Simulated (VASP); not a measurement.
# RbCl (Fm-3m) in VASP: further runs

Aim: see how the results for RbCl move with the level of theory and the settings. Levels: HSE06, PBE-based screened hybrid, PBE-based global hybrid. Tasks: single point.

Everything below comes from runs of VASP 6.6.1. Logs are shortened: lines on timing, memory, paths and dates and some standing lists are left out, and cuts for length are marked.

## (1) The cell of the first run

Symmetry: Fm-3m, No. 225, cubic system. The conventional cell has a = 6.611 Å, b = 6.611 Å, c = 6.611 Å, α = 90.00°, β = 90.00°, γ = 90.00°. Rb (site symmetry m-3m) has 6 Cl at 3.31 Å within 4.3 Å. Within 4.3 Å of Cl (site symmetry m-3m) lie 6 Rb at 3.31 Å.

## (2) Single point, HSE06

File POSCAR:

```
RbCl
1.0
    0.0000000000      3.3057264139      3.3057264139
    3.3057264139      0.0000000000      3.3057264139
    3.3057264139      3.3057264139      0.0000000000
Rb Cl
1 1
Direct
    0.0000000000      0.0000000000      0.0000000000
    0.5000000000      0.5000000000      0.5000000000
```

File INCAR.step1:

```
SYSTEM = RbCl
PREC = Accurate ; ENCUT = 400
EDIFF = 1E-5 ; ISMEAR = 0
SIGMA = 0.01 ; LREAL = .False.
LASPH = .True. ; NELM = 120
ALGO = Normal ; ISIF = 2
LWAVE = .True. ; LCHARG = .False.
GGA = PE ; NBANDS = 15
GGA_COMPAT = .False.
```

File INCAR.step2:

```
SYSTEM = RbCl
PREC = Accurate ; ENCUT = 400
EDIFF = 1E-6 ; ISMEAR = 0
SIGMA = 0.01 ; LREAL = .False.
LASPH = .True. ; NELM = 120
ALGO = Normal ; ISIF = 2
LWAVE = .False. ; LCHARG = .False.
GGA = PE ; LHFCALC = .True.
HFSCREEN = 0.2079 ; PRECFOCK = Normal
ISTART = 1 ; NBANDS = 15
GGA_COMPAT = .False.
```

File KPOINTS:

```
regular mesh
0
Gamma
  4 4 4
  0 0 0
```

Potentials or basis: VASP PAW PBE potentials, release 64 (Rb_sv, Cl).

Command:

```bash
$ cat potpaw_PBE.64/Rb_sv/POTCAR potpaw_PBE.64/Cl/POTCAR > POTCAR
$ cp INCAR.step1 INCAR
$ mpirun -np 1 vasp_std > vasp.out
$ cp INCAR.step2 INCAR
$ mpirun -np 1 vasp_std > vasp.out
```

OUTCAR:

```text
SYSTEM = RbCl
   PREC = Accurate
   ENCUT = 400
   EDIFF = 1E-6
   ISMEAR = 0
   LREAL = .False.
   LASPH = .True.
   NELM = 120
   ISIF = 2
   GGA = PE
   LHFCALC = .True.
   HFSCREEN = 0.2079
   PRECFOCK = Normal
   ISTART = 1

 ion  position               nearest neighbor table
   1  0.000  0.000  0.000-   2 3.31   2 3.31   2 3.31   2 3.31   2 3.31   2 3.31
   2  0.500  0.500  0.500-   1 3.31   1 3.31   1 3.31   1 3.31   1 3.31   1 3.31

  LATTYP: Found a face centered cubic cell.
 ALAT       =     6.6114528278

  Lattice vectors:

 A1 = (   0.0000000000,   3.3057264139,   3.3057264139)
 A2 = (   3.3057264139,   0.0000000000,   3.3057264139)
 A3 = (   3.3057264139,   3.3057264139,   0.0000000000)

Analysis of symmetry for initial positions (statically):
=====================================================================
 Subroutine PRICEL returns:
 Original cell was already a primitive cell.

 Routine SETGRP: Setting up the symmetry group for a
 face centered cubic supercell.

 Subroutine GETGRP returns: Found 48 space group operations
 (whereof 48 operations were pure point group operations)
 out of a pool of 48 trial point group operations.

The static configuration has the point symmetry O_h .

Analysis of symmetry for dynamics (positions and initial velocities):
=====================================================================
 Subroutine PRICEL returns:
 Original cell was already a primitive cell.

 Routine SETGRP: Setting up the symmetry group for a
 face centered cubic supercell.

 Subroutine GETGRP returns: Found 48 space group operations
 (whereof 48 operations were pure point group operations)
 out of a pool of 48 trial point group operations.

The dynamic configuration has the point symmetry O_h .

 Subroutine INISYM returns: Found 48 space group operations
 (whereof 48 operations are pure point group operations),
 and found     1 'primitive' translations

----------------------------------------------------------------------------------------

                                     Primitive cell

  volume of cell :      72.2488

  direct lattice vectors                    reciprocal lattice vectors
     0.000000000  3.305726414  3.305726414    -0.151252686  0.151252686  0.151252686
     3.305726414  0.000000000  3.305726414     0.151252686 -0.151252686  0.151252686
     3.305726414  3.305726414  0.000000000     0.151252686  0.151252686 -0.151252686

  length of vectors
     4.675003128  4.675003128  4.675003128     0.261977337  0.261977337  0.261977337

  position of ions in fractional coordinates (direct lattice)
     0.000000000  0.000000000  0.000000000
     0.500000000  0.500000000  0.500000000

  ion indices of the primitive-cell ions
   primitive index   ion index
                 1           1
                 2           2

----------------------------------------------------------------------------------------

 KPOINTS: regular mesh

Automatic generation of k-mesh.
 Grid dimensions read from file:
 generate k-points for:    4    4    4

 Generating k-lattice:

  Cartesian coordinates                     Fractional coordinates (reciprocal lattice)
    -0.037813172  0.037813172  0.037813172     0.250000000  0.000000000  0.000000000
     0.037813172 -0.037813172  0.037813172     0.000000000  0.250000000  0.000000000
     0.037813172  0.037813172 -0.037813172     0.000000000  0.000000000  0.250000000

  Length of vectors
     0.065494334  0.065494334  0.065494334

  Shift w.r.t. Gamma in fractional coordinates (k-lattice)
     0.000000000  0.000000000  0.000000000

 Subroutine IBZKPT returns following result:
 ===========================================

 Found      8 irreducible k-points:

 Following reciprocal coordinates:
            Coordinates               Weight
  0.000000  0.000000  0.000000      1.000000
  0.250000  0.000000  0.000000      8.000000
  0.500000  0.000000  0.000000      4.000000
  0.250000  0.250000  0.000000      6.000000
  0.500000  0.250000  0.000000     24.000000
 -0.250000  0.250000  0.000000     12.000000
  0.500000  0.500000  0.000000      3.000000
 -0.250000  0.500000  0.250000      6.000000
   k-points           NKPTS =      8   k-points in BZ     NKDIM =     64   number of bands    NBANDS=     15
   number of dos      NEDOS =    301   number of ions     NIONS =      2
   total plane-waves  NPLWV =  27000
   dimension x,y,z NGX =    30 NGY =   30 NGZ =   30
   dimension x,y,z NGXF=    60 NGYF=   60 NGZF=   60
   ions per type =               1   1
   NGX,Y,Z   is equivalent  to a cutoff of  10.67, 10.67, 10.67 a.u.
   NGXF,Y,Z  is equivalent  to a cutoff of  21.34, 21.34, 21.34 a.u.
 SYSTEM =  RbCl
   PREC   = accura    normal or accurate (medium, high low for compatibility)
   ISTART =      1    job   : 0-new  1-cont  2-samecut
   ICHARG =      0    charge: 1-file 2-atom 10-const
   ISPIN  =      1    spin polarized calculation?
   LNONCOLLINEAR =      F non collinear calculations
   LSORBIT =      F    spin-orbit coupling
   LASPH  =      T    aspherical Exc in radial PAW
   ENCUT  =  400.0 eV  29.40 Ry    5.42 a.u.   7.62  7.62  7.62*2*pi/ulx,y,z
   NELM   =    120;   NELMIN=  2; NELMDL=  0     # of ELM steps
   EDIFF  = 0.1E-05   stopping-criterion for ELM
   LREAL  =      F    real-space projection
   EDIFFG = 0.1E-04   stopping-criterion for IOM
   NSW    =      0    number of steps for IOM
   IBRION =     -1    ionic relax: 0-MD 1-quasi-New 2-CG
   NFREE  =      0    steps in history (QN), initial steepest desc. (CG)
   ISIF   =      2    stress and relaxation
   ISYM   =      3    0-nonsym 1-usesym 2-fastsym
   POTIM  = 0.5000    time-step for ionic-motion
   TEBEG  =    0.0;   TEEND  =   0.0 temperature during run
   PSTRESS=    0.0 pullay stress
   NELECT =      16.0000    total number of electrons
   NUPDOWN=      -1.0000    fix difference up-down
   EMIN   =  10.00;   EMAX   =-10.00  energy-range for DOS
   EFERMI =   0.00;   METHOD = LEGACY
   ISMEAR =     0;   SIGMA  =   0.01  broadening in eV -4-tet -1-fermi 0-gaus
   EFERMI_NEDOS =   21; number of points for ismear=-14 and -15
   IALGO  =     38    algorithm
   IMIX   =      1    mixing-type and parameters
     AMIX     =   0.40;   BMIX     =  1.00
     AMIX_MAG =   1.60;   BMIX_MAG =  1.00
  volume/ion in A,a.u.               =      36.12       243.78
  Fermi-wavevector in a.u.,A,eV,Ry     =   0.990462  1.871702 13.347525  0.981015
  Thomas-Fermi vector in A             =   2.122134
   LORBIT       =      0    0 simple, 1 ext, 2 COOP (PROOUT), +10 PAW based schemes
   GGA     = PE    functional components
   LHFCALC =     T    Hartree Fock is set to
   PRECFOCK=normal    Normal, Fast or Accurate (Low or Medium for compatibility)
   ENCUT4O =  -1.0   cutoff for four orbital integrals eV
   NKREDX  =     1    reduce k-point grid by
   NKREDY  =     1    reduce k-point grid by
   NKREDZ  =     1    reduce k-point grid by
   AEXX    =    0.2500 exact exchange contribution
   HFSCREEN=    0.2079 screening length (either q_TF or 0.3 A-1)
   HFSCREENC=   0.2079 screening length for correlation (either q_TF or 0.3 A-1)
   ENCUTFOCK=  -1.0 apply spherical cutoff to Coloumb kernel
   IVDW    =     0    specifies the selected vdW correction
   LEPSILON=     F    determine dielectric tensor
   LRPA    =     F    only Hartree local field effects (RPA)
 non-spin polarized calculation
 Gauss-broadening in eV      SIGMA  =   0.01
  energy-cutoff  :      400.00
  volume of cell :       72.25
 maximum number of plane-waves:      1363
  NGX = 24; NGY = 24; NGZ = 24

 number of electron      16.0000002 magnetization

 Free energy of the ion-electron system (eV)
  ---------------------------------------------------
  ext. energy  EPLUGINS =         0.00000000
  ---------------------------------------------------
  free energy    TOTEN  =        -7.74160184 eV

  energy without entropy =       -7.74160184  energy(sigma->0) =       -7.74160184

 E-fermi :  -2.8310     XC(G=0):  -6.1191

 val. band max:       -2.9154361461   @ k =   0.0000   0.0000   0.0000
 cond. band min:       3.3321593410   @ k =   0.0000   0.0000   0.0000
 fundamental gap:      6.2475954870
 Fermi energy:        -2.8310313227

 k-point     1 :       0.0000    0.0000    0.0000
  band No.  band energies     occupation
      1     -28.4299      2.00000
      2     -16.0376      2.00000
      3     -11.3177      2.00000
      4     -11.3177      2.00000
      5     -11.3177      2.00000
      6      -2.9154      2.00000
      7      -2.9154      2.00000
      8      -2.9154      2.00000
      9       3.3322      0.00000
     10       6.4780      0.00000
     11       6.4780      0.00000
     12       6.4780      0.00000
     13       7.5453      0.00000
     14       7.5453      0.00000
     15      10.3858      0.00000

 k-point     2 :       0.2500    0.0000    0.0000
  band No.  band energies     occupation
      1     -28.4217      2.00000
      2     -16.0640      2.00000
      3     -11.3216      2.00000
      4     -11.3216      2.00000
      5     -11.3029      2.00000
      6      -3.3873      2.00000
      7      -3.0901      2.00000
      8      -3.0901      2.00000
      9       4.5982      0.00000
     10       6.1945      0.00000
     11       7.2622      0.00000
     12       7.2622      0.00000
     13       8.4364      0.00000
     14       8.4364      0.00000
     15      12.2516      0.00000
[... 77 lines left out ...]
      3     -11.5753      2.00000
      4     -11.4193      2.00000
      5     -11.4193      2.00000
      6      -3.2518      2.00000
      7      -3.0242      2.00000
      8      -3.0242      2.00000
      9       4.5876      0.00000
     10       6.5353      0.00000
     11       8.0825      0.00000
     12       8.7169      0.00000
     13       9.0213      0.00000
     14      10.4212      0.00000
     15      10.4212      0.00000

 k-point     8 :      -0.2500    0.5000    0.2500
  band No.  band energies     occupation
      1     -28.4086      2.00000
      2     -16.0165      2.00000
      3     -11.4972      2.00000
      4     -11.4972      2.00000
      5     -11.3026      2.00000
      6      -3.3610      2.00000
      7      -3.1629      2.00000
      8      -3.1629      2.00000
      9       6.0743      0.00000
     10       6.0743      0.00000
     11       7.8631      0.00000
     12       7.9157      0.00000
     13      10.2260      0.00000
     14      10.4719      0.00000
     15      10.8683      0.00000

------------------------ aborting loop because EDIFF is reached ----------------------------------------

  FORCE on cell =-STRESS in cart. coord.  units (eV):
  Direction    XX          YY          ZZ          XY          YZ          ZX
  --------------------------------------------------------------------------------------
  -------------------------------------------------------------------------------------
  Total        0.1575601      0.1575601      0.1575601      0.0000000      0.0000000     -0.0000000
  in kB        3.4940251      3.4940251      3.4940251      0.0000000      0.0000000     -0.0000000
  external PRESSURE =       3.4940251 kB  Pullay stress =       0.0000000 kB

 VOLUME and BASIS-vectors are now :
 -----------------------------------------------------------------------------
  energy-cutoff  :      400.00
  volume of cell :       72.25
      direct lattice vectors                 reciprocal lattice vectors
     0.000000000  3.305726414  3.305726414    -0.151252686  0.151252686  0.151252686
     3.305726414  0.000000000  3.305726414     0.151252686 -0.151252686  0.151252686
     3.305726414  3.305726414  0.000000000     0.151252686  0.151252686 -0.151252686

 POSITION                                       TOTAL-FORCE (eV/Angst)
 -----------------------------------------------------------------------------------
      0.00000      0.00000      0.00000         0.000000      0.000000     -0.000000
      3.30573      3.30573      3.30573        -0.000000     -0.000000      0.000000
 -----------------------------------------------------------------------------------
    total drift:                                0.000000      0.000000      0.000000

  FREE ENERGIE OF THE ION-ELECTRON SYSTEM (eV)
  ---------------------------------------------------
  free  energy   TOTEN  =        -7.7416018378 eV

  energy  without entropy=       -7.7416018378  energy(sigma->0) =       -7.74160184
```

Wall time 2.5 min (1 thread of Intel Xeon Platinum 8488C (Sapphire Rapids), shared host); peak memory 0.27 GiB.

Results:

* Free energy: -7.7416 eV
* Pressure: 0.3 GPa
* Band gap on the k mesh: 6.25 eV, direct

Caveat: the PAW data sets were made with another functional, which shifts forces and pressure a little.

## (3) Single point, PBE-based screened hybrid

POSCAR is that of step 2.

File INCAR.step1:

```
  ALGO = Normal
  EDIFF = 1E-5
  ENCUT = 400
  GGA = PE
  GGA_COMPAT = F
  ISIF = 2
  ISMEAR = 0
  LASPH = T
  LCHARG = F
  LREAL = F
  LWAVE = T
  NBANDS = 15
  NELM = 120
  PREC = Accurate
  SIGMA = 0.01
```

File INCAR.step2:

```
  AEXX = 0.75
  ALGO = Normal
  EDIFF = 1E-6
  ENCUT = 400
  GGA = PE
  GGA_COMPAT = F
  HFSCREEN = 0.1
  ISIF = 2
  ISMEAR = 0
  ISTART = 1
  LASPH = T
  LCHARG = F
  LHFCALC = T
  LREAL = F
  LWAVE = F
  NBANDS = 15
  NELM = 120
  PREC = Accurate
  PRECFOCK = Normal
  SIGMA = 0.01
```

File KPOINTS:

```
k-points
0
Gamma
  4 4 4
```

Potentials or basis: VASP PAW PBE potentials, release 64 (Rb_sv, Cl).

Command:

```bash
$ cat potpaw_PBE.64/Rb_sv/POTCAR potpaw_PBE.64/Cl/POTCAR > POTCAR
$ cp INCAR.step1 INCAR
$ mpirun -np 1 vasp_std > vasp.out
$ cp INCAR.step2 INCAR
$ mpirun -np 1 vasp_std > vasp.out
```

It took 5.5 min on 1 thread of Intel Xeon Platinum 8488C (Sapphire Rapids), shared host; peak memory 0.26 GiB.

Results (log left out):

```yaml
Free_energy: -10.7639 eV
Pressure: -0.3 GPa
Band_gap_on_the_k_mesh: 10.03 eV, direct
```

Levels at points of the mesh, in eV from the valence-band top:
```
           k point  band 5  band 6  band 7  band 8  band 9  band 10  band 11  band 12
(0.00, 0.00, 0.00)   -9.17    0.00    0.00    0.00   10.03    13.42    13.42    13.42
(0.50, 0.00, 0.00)   -9.13   -0.92   -0.37   -0.37   12.74    13.26    16.00    16.00
(0.50, 0.50, 0.00)   -9.28   -0.37   -0.12   -0.12   11.26    13.56    14.87    16.06
```

Caveat: the PAW data sets were made with another functional, which shifts forces and pressure a little.

## (4) Single point, PBE-based global hybrid

POSCAR is that of step 3.

File INCAR.step1:

```
SYSTEM = RbCl
ALGO = Normal
EDIFF = 1E-5
ENCUT = 400
GGA = PE
GGA_COMPAT = .False.
ISIF = 2
ISMEAR = 0
LASPH = .True.
LCHARG = .False.
LREAL = .False.
LWAVE = .True.
NBANDS = 15
NELM = 120
PREC = Accurate
SIGMA = 0.01
```

File INCAR.step2:

```
SYSTEM = RbCl
AEXX = 0.75
ALGO = Normal
EDIFF = 1E-6
ENCUT = 400
GGA = PE
GGA_COMPAT = .False.
ISIF = 2
ISMEAR = 0
ISTART = 1
LASPH = .True.
LCHARG = .False.
LHFCALC = .True.
LREAL = .False.
LWAVE = .False.
NBANDS = 15
NELM = 120
PREC = Accurate
PRECFOCK = Normal
SIGMA = 0.01
```

File KPOINTS:

```
k-points
0
Gamma
  4 4 4
  0 0 0
```

Command:

```bash
$ cat potpaw_PBE.64/Rb_sv/POTCAR potpaw_PBE.64/Cl/POTCAR > POTCAR
$ cp INCAR.step1 INCAR
$ mpirun -np 1 vasp_std > vasp.out
$ cp INCAR.step2 INCAR
$ mpirun -np 1 vasp_std > vasp.out
```

Wall time 3.8 min (1 thread of Intel Xeon Platinum 8488C (Sapphire Rapids), shared host); peak memory 0.16 GiB.

It converged, with:

* Free energy: -11.5924 eV
* Pressure: -0.4 GPa
* Band gap on the k mesh: 11.22 eV, direct

Levels at points of the mesh, in eV from the valence-band top:
| k point | band 5 | band 6 | band 7 | band 8 | band 9 | band 10 | band 11 | band 12 |
| --- | --- | --- | --- | --- | --- | --- | --- | --- |
| (0.00, 0.00, 0.00) | -9.14 | 0.00 | 0.00 | 0.00 | 11.22 | 14.63 | 14.63 | 14.63 |
| (0.50, 0.00, 0.00) | -9.10 | -0.92 | -0.37 | -0.37 | 13.93 | 14.46 | 17.21 | 17.21 |
| (0.50, 0.50, 0.00) | -9.25 | -0.36 | -0.12 | -0.12 | 12.46 | 14.75 | 16.08 | 17.25 |

Caveat: the PAW data sets were made with another functional, which shifts forces and pressure a little.

## (5) Overview

| level | screening parameter | share of exact exchange | gap on the mesh (eV) | pressure (GPa) |
| --- | --- | --- | --- | --- |
| HSE06 | 0.2079 1/Å | - | 6.25 | 0.3 |
| PBE-based screened hybrid | 0.1 1/Å | 0.75 | 10.03 | -0.3 |
| PBE-based global hybrid | - | 0.75 | 11.22 | -0.4 |

Alike in all rows: task single point; potentials or basis VASP PAW PBE potentials, release 64 (Rb_sv, Cl); no spin polarisation; cell as given; k mesh 4 × 4 × 4; cutoff (eV) 400; smearing gaussian 0.01 eV.

On the cell as given the gap runs from 6.25 eV (HSE06) to 11.22 eV (PBE-based global hybrid). The pressure there spans -0.4 GPa (PBE-based global hybrid) to 0.3 GPa (HSE06); a positive pressure means that this level wants a larger cell, a negative one a smaller.

Caveats: the PAW data sets were made with another functional, which shifts forces and pressure a little.

Total energies depend on the potentials used, so only differences within one code and one set of settings carry meaning.
